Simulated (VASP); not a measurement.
Sr:

```
Sr
1.0
     4.15558    0.00000    0.00000
    -2.07779    3.59884    0.00000
     0.00000    0.00000    3.88287
Sr
1
Direct
  0.00000 0.00000 0.00000
```

This isn't the form of Sr at room conditions, which is fcc.

- Program: VASP 6.6.1
- Task: relaxation of cell and atoms
- Functional: PBEsol
- Potentials or basis: VASP PAW PBE potentials, release 64 (Sr_sv)
- Cutoff: 600 eV
- k mesh: 15 × 15 × 14
- Occupations: gaussian, width 0.1 eV
- Spin: no spin polarisation

At the start: pressure -0.9 GPa; volume 58.07 Å³/atom.

Question: How do energy, volume and symmetry change on relaxing?

Answer: Over 6 steps the energy falls by 19.8 meV/atom and the volume is 51.63 Å³/atom (-11.1 %); space group P6/mmm (No. 191, to 0.1 Å) before and after.

The path:
```tsv
step	energy change (eV)	largest force (eV/Å)	pressure (GPa)	volume (Å³)
1	0.0000	0.0000	-0.91	58.07
2	-0.0128	0.0000	-0.56	55.35
3	-0.0180	0.0000	-0.12	52.72
4	-0.0181	0.0000	-0.06	52.36
5	-0.0197	0.0000	-0.01	51.80
6	-0.0198	0.0000	0.01	51.63
```

Final structure:
```
Sr
1.0
     4.00278    0.00000    0.00000
    -2.00139    3.46651    0.00000
     0.00000    0.00000    3.72124
Sr
1
Cartesian
  0.0000 0.0000 0.0000
```

Caveat: the PAW data sets were made with another functional, which shifts forces and pressure a little.
